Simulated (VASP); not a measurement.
A run of VASP 6.6.1 is set up as follows.

Contents of INCAR:

```
PREC = Accurate
ENCUT = 520
EDIFF = 1E-7
ISMEAR = 0
SIGMA = 0.05
LREAL = False
LASPH = True
NELM = 60
ALGO = Normal
ISIF = 2
LWAVE = False
LCHARG = False
GGA = PE
NBANDS = 19
```

KPOINTS

```
regular mesh
0
Gamma
  6 6 6
```

The input POSCAR:

```
SrCl2
1.0
    0.0000000000      3.5938169234      3.5366752343
    3.5938169234      0.0000000000      3.5366752343
    3.5938169234      3.5938169234      0.0000000000
Sr Cl
1 2
Direct
    0.0000000000      0.0000000000      0.0000000000
    0.2500000000      0.2500000000      0.2500000000
    0.7500000000      0.7500000000      0.7500000000
```

Potentials or basis: VASP PAW PBE potentials, release 64 (Sr_sv, Cl).

Launch:

```sh
$ cat potpaw_PBE.64/Sr_sv/POTCAR potpaw_PBE.64/Cl/POTCAR > POTCAR
$ mpirun -np 1 vasp_std > vasp.out
```

(1) What does it give for the band gap on the k mesh?

(2) Predict the pressure.

Answers

(1) 4.99 eV (least direct gap 5.29 eV).

(2) -1.3 GPa.
